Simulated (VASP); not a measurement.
Set up this calculation in VASP 6.6.1, as the native input.

```yaml
Task: single point
Functional: PBE
Potentials_or_basis: VASP PAW PBE potentials, release 64 (Ba_sv, Si)
Cutoff: 520 eV
k_mesh: 8 × 8 × 8
Occupations: gaussian, width 0.05 eV
Spin: no spin polarisation
Dipole_correction: no
Further_INCAR_settings: ALGO = Normal; EDIFF = 1e-06; NBANDS = 19
```

The structure of BaSi3 lies in POSCAR:

```
BaSi3
1.0
    4.6320676646      0.0000000000      0.0000000000
    0.0000000000      4.6320676646      0.0000000000
    0.0000000000      0.0000000000      4.6320676646
Ba Si
1 3
Direct
    0.0000000000      0.0000000000      0.0000000000
    0.0000000000      0.5000000000      0.5000000000
    0.5000000000      0.5000000000      0.0000000000
    0.5000000000      0.0000000000      0.5000000000
```

This cell differs from its parent crystal: volume scaled by 1.100.

The input as run:

INCAR

```
SYSTEM = BaSi3
ALGO     = Normal         ! electronic algorithm
EDIFF    = 1E-6           ! SCF threshold, eV
ENCUT    = 520            ! plane-wave cutoff, eV
GGA      = PE             ! functional
ISIF     = 2              ! what is computed and relaxed
ISMEAR   = 0              ! smearing method
LASPH    = .True.         ! aspherical terms in the spheres
LCHARG   = .False.        ! write CHGCAR
LREAL    = .False.        ! projectors in reciprocal space
LWAVE    = .False.        ! write WAVECAR
NBANDS   = 19             ! bands
NELM     = 80             ! most SCF steps
PREC     = Accurate       ! precision mode
SIGMA    = 0.05           ! smearing width, eV
```

KPOINTS

```
k-points
0
Gamma
  8 8 8
  0 0 0
```

Potentials or basis: VASP PAW PBE potentials, release 64 (Ba_sv, Si).

Launch:

```bash
$ cat potpaw_PBE.64/Ba_sv/POTCAR potpaw_PBE.64/Si/POTCAR > POTCAR
$ mpirun -np 1 vasp_std > vasp.out
```

It gave:

The pressure is -3.4 GPa. The band gap on the k mesh is zero (band 11 reaches 6.08 eV, above the bottom of band 12 at 4.25 eV).

Caveat: spin-orbit coupling is left out, which moves the levels of the heavy elements.

It took 29 s on 1 thread of AMD EPYC 9R45 96-Core Processor (Zen 5), on a shared host, peak memory 0.21 GiB.
